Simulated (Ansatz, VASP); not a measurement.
## One calculation of YAlC4N4, two programs

```
Y Al C N
1.0
     6.23144    0.00000    0.00000
     0.00000    6.23144    0.00000
     0.00000    0.00000    6.23144
Y Al C N
1 1 4 4
Direct
  0.50000 0.50000 0.50000
  0.00000 0.00000 0.00000
  0.18141 0.18141 0.18141
  0.18141 0.81859 0.81859
  0.81859 0.18141 0.81859
  0.81859 0.81859 0.18141
  0.29114 0.29114 0.29114
  0.29114 0.70886 0.70886
  0.70886 0.29114 0.70886
  0.70886 0.70886 0.29114
```

Alike in both runs: functional PBE; k mesh 4 × 4 × 4; occupations gaussian, width 0.1 eV; no spin polarisation.

Ansatz relaxed the structure, and its values are those at the end. VASP's run is a single point on that final structure, the one shown.

|  | VASP | Ansatz |
| --- | --- | --- |
| version | VASP 6.6.1 | Ansatz 0.2.0 |
| potentials or method | VASP PAW PBE potentials, release 64 (Y_sv, Al, C, N), cutoff 520 eV | scalar-relativistic, plane waves, PAW |
| valence electrons in the cell | 50 | 50 |

Ansatz gave:

```
gap on the k mesh at the Fermi level (eV) : none
pressure (GPa)                            : 0.3
rms of the force components (eV/Å)        : 0.007
```

Which values does VASP return?

gap on the k mesh at the Fermi level (eV): none; pressure (GPa): 0.5; rms of the force components (eV/Å): 0.166.

A gap of «none» marks a metal or a gap that the smearing closes. One of these differences is far larger than is usual between the two programs; its cause wasn't traced. With one functional, cell and mesh, what is left measures potentials, basis and numerics.

Noted on VASP's run: the standard files for N, O and F lose accuracy on very short bonds.
